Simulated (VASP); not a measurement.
# ZnWO4 in VASP: further runs, part 2 of 2

VASP 6.6.1. The steps go on from the part before.

## Step 4: Single point, PBE

File INCAR:

```
SYSTEM = ZnWO4
ALGO = Normal
EDIFF = 1E-6
ENCUT = 520
GGA = PE
ISIF = 2
ISMEAR = -1
ISYM = 0
LASPH = .True.
LCHARG = .False.
LREAL = Auto
LWAVE = .False.
NBANDS = 90
NELM = 100
PREC = Accurate
SIGMA = 0.05
```

File KPOINTS:

```
k-points
0
Gamma
  1 1 1
  0 0 0
```

File POSCAR:

```
ZnWO4
1.0
    6.3295770000      0.1311510000     -0.0352210000
    0.1311510000      5.9276150000     -0.0312300000
   -0.0352210000     -0.0312300000      6.2590500000
W O Zn
3 12 3
Direct
    0.6409574595      0.6537914500      0.8237981914
    0.6618250820      0.5058018077      0.3269421608
    0.3696212773      0.9562956524      0.2705620732
    0.6995704561      0.3803913500      0.5840485685
    0.1923356487     -0.0009199630      1.0583357736
    1.1289173955      0.2823718835      0.7856374487
    0.9560976791      0.4910621502      0.2830462430
    0.4968141486      0.2142741133      0.2955530107
    0.3546062126      0.6181753427      0.2300798366
    0.6113234498      0.8631214845      0.0241927620
    0.9057124392      0.7362874878      0.7350576135
    0.1731668055      0.0111314703      0.4636589808
    0.6394943607      0.7986860928      0.4345497476
    0.3661028431      0.7098720822      0.7179685117
    0.6616225838      0.4142820544      0.0041621392
    0.1818870859      0.4328021897      1.0304010445
    0.1273365066      0.9569706543      0.7662156577
    0.1081388234      0.4602972313      0.5430127320
```

Potentials or basis: VASP PAW PBE potentials, release 64 (W_sv, O, Zn).

Started as:

```
$ cat potpaw_PBE.64/W_sv/POTCAR potpaw_PBE.64/O/POTCAR potpaw_PBE.64/Zn/POTCAR > POTCAR
$ mpirun -np 1 vasp_gam > vasp.out
```

OUTCAR:

```text
SYSTEM = ZnWO4
   EDIFF = 1E-6
   ENCUT = 520
   GGA = PE
   ISIF = 2
   ISMEAR = -1
   ISYM = 0
   LASPH = .True.
   LREAL = Auto
   NELM = 100
   PREC = Accurate

 ion  position               nearest neighbor table
   1  0.641  0.654  0.824-  10 1.76  15 1.82  11 1.86  14 1.87   4 2.22  13 2.59   2 3.23   2 3.28

   2  0.662  0.506  0.327-   4 1.79  13 1.86   7 1.88   8 2.06  15 2.09   9 2.11  18 3.12   3 3.20
                             1 3.23   1 3.28
   3  0.370  0.956  0.271-   5 1.74  12 1.76   8 1.76   9 2.02  13 2.17  10 2.23   2 3.20
   4  0.700  0.380  0.584-   2 1.79   1 2.22
   5  0.192  0.999  0.058-   3 1.74  17 1.89
   6  0.129  0.282  0.786-  16 1.80  18 1.86  17 1.93
   7  0.956  0.491  0.283-   2 1.88  18 1.89  16 2.16
   8  0.497  0.214  0.296-   3 1.76   2 2.06
   9  0.355  0.618  0.230-  16 2.00   3 2.02   2 2.11
  10  0.611  0.863  0.024-   1 1.76   3 2.23
  11  0.906  0.736  0.735-   1 1.86  17 1.97  18 2.36
  12  0.173  0.011  0.464-   3 1.76  17 1.95
  13  0.639  0.799  0.435-   2 1.86   3 2.17   1 2.59
  14  0.366  0.710  0.718-   1 1.87  17 2.08  18 2.49
  15  0.662  0.414  0.004-   1 1.82   2 2.09
  16  0.182  0.433  0.030-   6 1.80   9 2.00   7 2.16
  17  0.127  0.957  0.766-   5 1.89   6 1.93  12 1.95  11 1.97  14 2.08
  18  0.108  0.460  0.543-   6 1.86   7 1.89  11 2.36  14 2.49   2 3.12

IMPORTANT INFORMATION: All symmetrisations will be switched off!
NOSYMM: (Re-)initialisation of all symmetry stuff for point group C_1.

----------------------------------------------------------------------------------------

                                     Primitive cell

  volume of cell :     234.7142

  direct lattice vectors                    reciprocal lattice vectors
     6.329577000  0.131151000 -0.035221000     0.158065663 -0.003492676  0.000872042
     0.131151000  5.927615000 -0.031230000    -0.003492676  0.168783525  0.000822504
    -0.035221000 -0.031230000  6.259050000     0.000872042  0.000822504  0.159777666

  length of vectors
     6.331033573  5.929147956  6.259227008     0.158106650  0.168821662  0.159782163

  position of ions in fractional coordinates (direct lattice)
     0.640957460  0.653791450  0.823798191
     0.661825082  0.505801808  0.326942161
     0.369621277  0.956295652  0.270562073
     0.699570456  0.380391350  0.584048569
     0.192335649  0.999080037  0.058335774
     0.128917395  0.282371883  0.785637449
[... 10 lines left out ...]
     0.127336507  0.956970654  0.766215658
     0.108138823  0.460297231  0.543012732

  ion indices of the primitive-cell ions
   primitive index   ion index
                 1           1
                 2           2
                 3           3
                 4           4
                 5           5
                 6           6
[... 10 lines left out ...]
                17          17
                18          18

----------------------------------------------------------------------------------------

 KPOINTS: k-points

Automatic generation of k-mesh.
 Grid dimensions read from file:
 generate k-points for:    1    1    1

 Generating k-lattice:

  Cartesian coordinates                     Fractional coordinates (reciprocal lattice)
     0.158065663 -0.003492676  0.000872042     1.000000000  0.000000000  0.000000000
    -0.003492676  0.168783525  0.000822504     0.000000000  1.000000000 -0.000000000
     0.000872042  0.000822504  0.159777666     0.000000000  0.000000000  1.000000000

  Length of vectors
     0.158106650  0.168821662  0.159782163

  Shift w.r.t. Gamma in fractional coordinates (k-lattice)
     0.000000000  0.000000000  0.000000000

 Subroutine IBZKPT returns following result:
 ===========================================

 Found      1 irreducible k-points:

 Following reciprocal coordinates:
            Coordinates               Weight
  0.000000  0.000000  0.000000      1.000000
   k-points           NKPTS =      1   k-points in BZ     NKDIM =      1   number of bands    NBANDS=     90
   number of dos      NEDOS =    301   number of ions     NIONS =     18
   total plane-waves  NPLWV = 110592
   dimension x,y,z NGX =    48 NGY =   48 NGZ =   48
   dimension x,y,z NGXF=    96 NGYF=   96 NGZF=   96
   ions per type =               3  12   3
   NGX,Y,Z   is equivalent  to a cutoff of  12.60, 13.46, 12.75 a.u.
   NGXF,Y,Z  is equivalent  to a cutoff of  25.21, 26.92, 25.50 a.u.
 SYSTEM =  ZnWO4
   PREC   = accura    normal or accurate (medium, high low for compatibility)
   ISTART =      0    job   : 0-new  1-cont  2-samecut
   ICHARG =      2    charge: 1-file 2-atom 10-const
   ISPIN  =      1    spin polarized calculation?
   LNONCOLLINEAR =      F non collinear calculations
   LSORBIT =      F    spin-orbit coupling
   LASPH  =      T    aspherical Exc in radial PAW
   ENCUT  =  520.0 eV  38.22 Ry    6.18 a.u.  11.77 11.02 11.64*2*pi/ulx,y,z
   NELM   =    100;   NELMIN=  2; NELMDL= -5     # of ELM steps
   EDIFF  = 0.1E-05   stopping-criterion for ELM
   LREAL  =      T    real-space projection
   EDIFFG = 0.1E-04   stopping-criterion for IOM
   NSW    =      0    number of steps for IOM
   IBRION =     -1    ionic relax: 0-MD 1-quasi-New 2-CG
   NFREE  =      0    steps in history (QN), initial steepest desc. (CG)
   ISIF   =      2    stress and relaxation
   ISYM   =      0    0-nonsym 1-usesym 2-fastsym
   POTIM  = 0.5000    time-step for ionic-motion
   TEBEG  =    0.0;   TEEND  =   0.0 temperature during run
   PSTRESS=    0.0 pullay stress
   NELECT =     150.0000    total number of electrons
   NUPDOWN=      -1.0000    fix difference up-down
   EMIN   =  10.00;   EMAX   =-10.00  energy-range for DOS
   EFERMI =   0.00;   METHOD = LEGACY
   ISMEAR =    -1;   SIGMA  =   0.05  broadening in eV -4-tet -1-fermi 0-gaus
   EFERMI_NEDOS =   21; number of points for ismear=-14 and -15
   IALGO  =     38    algorithm
   IMIX   =      4    mixing-type and parameters
     AMIX     =   0.40;   BMIX     =  1.00
     AMIX_MAG =   1.60;   BMIX_MAG =  1.00
  volume/ion in A,a.u.               =      13.04        88.00
  Fermi-wavevector in a.u.,A,eV,Ry     =   1.410129  2.664757 27.054683  1.988463
  Thomas-Fermi vector in A             =   2.532114
   LORBIT       =      0    0 simple, 1 ext, 2 COOP (PROOUT), +10 PAW based schemes
   GGA     = PE    functional components
   LHFCALC =     F    Hartree Fock is set to
   AEXX    =    0.0000 exact exchange contribution
   IVDW    =     0    specifies the selected vdW correction
   LEPSILON=     F    determine dielectric tensor
   LRPA    =     F    only Hartree local field effects (RPA)
 non-spin polarized calculation
  energy-cutoff  :      520.00
  volume of cell :      234.71
 maximum number of plane-waves:      3154
 NGX is ok and might be reduce to    48
   NGX = 23   NGY = 23   NGZ = 23

 number of electron     149.9999987 magnetization

 Free energy of the ion-electron system (eV)
  ---------------------------------------------------
  ext. energy  EPLUGINS =         0.00000000
  ---------------------------------------------------
  free energy    TOTEN  =      -131.69625979 eV

  energy without entropy =     -131.69625979  energy(sigma->0) =     -131.69625979

 E-fermi :   3.2108     XC(G=0): -10.1658

 val. band max:        1.8991777997   @ k =   0.0000   0.0000   0.0000
 cond. band min:       4.4086672831   @ k =   0.0000   0.0000   0.0000
 fundamental gap:      2.5094894834
 Fermi energy:         3.2107919738

 k-point     1 :       0.0000    0.0000    0.0000
  band No.  band energies     occupation
      1     -73.5091      2.00000
      2     -72.8754      2.00000
      3     -72.7298      2.00000
      4     -37.8473      2.00000
      5     -37.7224      2.00000
      6     -37.7061      2.00000
[... 79 lines left out ...]
     86       7.1988      0.00000
     87       7.5023      0.00000
 [bands above 87 left out]

------------------------ aborting loop because EDIFF is reached ----------------------------------------

  FORCE on cell =-STRESS in cart. coord.  units (eV):
  Direction    XX          YY          ZZ          XY          YZ          ZX
  --------------------------------------------------------------------------------------
  -------------------------------------------------------------------------------------
  Total        2.8234815     10.6853289     21.2754395      1.1091231     -2.0372595      0.6346469
  in kB       19.2732993     72.9388686    145.2277691      7.5709586    -13.9064887      4.3321480
  external PRESSURE =      79.1466456 kB  Pullay stress =       0.0000000 kB

 VOLUME and BASIS-vectors are now :
 -----------------------------------------------------------------------------
  energy-cutoff  :      520.00
  volume of cell :      234.71
      direct lattice vectors                 reciprocal lattice vectors
     6.329577000  0.131151000 -0.035221000     0.158065663 -0.003492676  0.000872042
     0.131151000  5.927615000 -0.031230000    -0.003492676  0.168783525  0.000822504
    -0.035221000 -0.031230000  6.259050000     0.000872042  0.000822504  0.159777666

 POSITION                                       TOTAL-FORCE (eV/Angst)
 -----------------------------------------------------------------------------------
      4.11372      3.93376      5.11320         0.113775      1.960605     -1.602846
      4.24389      3.07479      2.00724        -0.802604     -0.992744     -0.237966
      2.45544      5.70858      1.65058        -0.925459     -1.870176      0.879669
      4.45730      2.32832      3.61907        -0.314549     -0.483379     -0.213183
      1.34638      5.94556      0.32715        -0.622882      0.064154     -0.215877
      0.82535      1.66616      4.90398         0.042792      0.872643     -0.630838
[... 10 lines left out ...]
      0.90451      5.66533      4.76141        -0.077707     -0.171376     -0.536487
      0.72572      2.72569      3.38056         0.348017      0.144096      0.841836
 -----------------------------------------------------------------------------------
    total drift:                               -0.001994     -0.004861     -0.008630

  FREE ENERGIE OF THE ION-ELECTRON SYSTEM (eV)
  ---------------------------------------------------
  free  energy   TOTEN  =      -131.6962597913 eV

  energy  without entropy=     -131.6962597912  energy(sigma->0) =     -131.69625979
```

Wall time 31 s (1 thread of AMD EPYC 9R45 (Zen 5), shared host); peak memory 0.28 GiB.

Results:

```
Free energy            : -131.6963 eV
Pressure               : 7.9 GPa
Largest force          : 2.855 eV/Å
Band gap on the k mesh : 2.51 eV
```

Forces in eV/Å, atoms in the order of the input:
```
W    0.114  1.961 -1.603
W   -0.803 -0.993 -0.238
W   -0.925 -1.870  0.880
O   -0.315 -0.483 -0.213
O   -0.623  0.064 -0.216
O    0.043  0.873 -0.631
O   -0.169  0.165 -0.690
O    1.816  2.203  0.074
O    0.800 -0.547  0.459
O    0.200  0.579  0.406
O   -0.447 -0.513  0.368
O   -0.354 -0.143  0.022
O   -0.443 -0.391 -0.727
O    0.640 -0.914  0.358
O    0.177 -0.564  0.730
Zn   0.019  0.601  0.717
Zn  -0.078 -0.171 -0.536
Zn   0.348  0.144  0.842
```

Stress tensor (GPa, compression positive):
```
 1.93  0.76  0.43
 0.76  7.29 -1.39
 0.43 -1.39 14.52
```

Levels at points of the mesh, in eV from the valence-band top:
```tsv
k point	band 71	band 72	band 73	band 74	band 75	band 76	band 77	band 78	band 79	band 80
(0.00, 0.00, 0.00)	-0.90	-0.83	-0.68	-0.25	0.00	2.51	2.72	3.08	3.30	3.48
```

Caveat: the k points lie up to 1.06 Å⁻¹ apart; spin-orbit coupling is left out, which moves the levels of the heavy elements.
